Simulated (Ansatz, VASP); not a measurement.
One calculation of WS2, two programs

```
S W
1.0
     3.15955    0.00000    0.00000
    -1.57977    2.73625    0.00000
     0.00000    0.00000   23.80426
S W
4 2
Direct
  0.33333 0.66667 0.18904
  0.33333 0.66667 0.32146
  0.33333 0.00000 0.48278
  0.33333 0.00000 0.61519
  0.66667 0.33333 0.25525
  0.00000 0.33333 0.54899
```

Alike in both runs: task single point; functional PBE; dispersion D3(BJ); k mesh 9 × 9 × 1; occupations gaussian, width 0.05 eV; no spin polarisation.

|  | VASP | Ansatz |
| --- | --- | --- |
| version | VASP 6.6.1 | Ansatz 0.2.0 |
| potentials or method | VASP PAW PBE potentials, release 64 (S, W_sv), cutoff 520 eV | scalar-relativistic, plane waves, PAW |
| valence electrons in the cell | 52 | 52 |

VASP gave:

* gap on the k mesh at the Fermi level (eV): 1.86
* least direct gap on the mesh (eV): 1.92
* rms of the force components (eV/Å): 0.025

Task: Which values does Ansatz return?

Result: gap on the k mesh at the Fermi level (eV): 1.85; least direct gap on the mesh (eV): 1.91; rms of the force components (eV/Å): 0.024.

Neither program's run includes spin-orbit coupling.
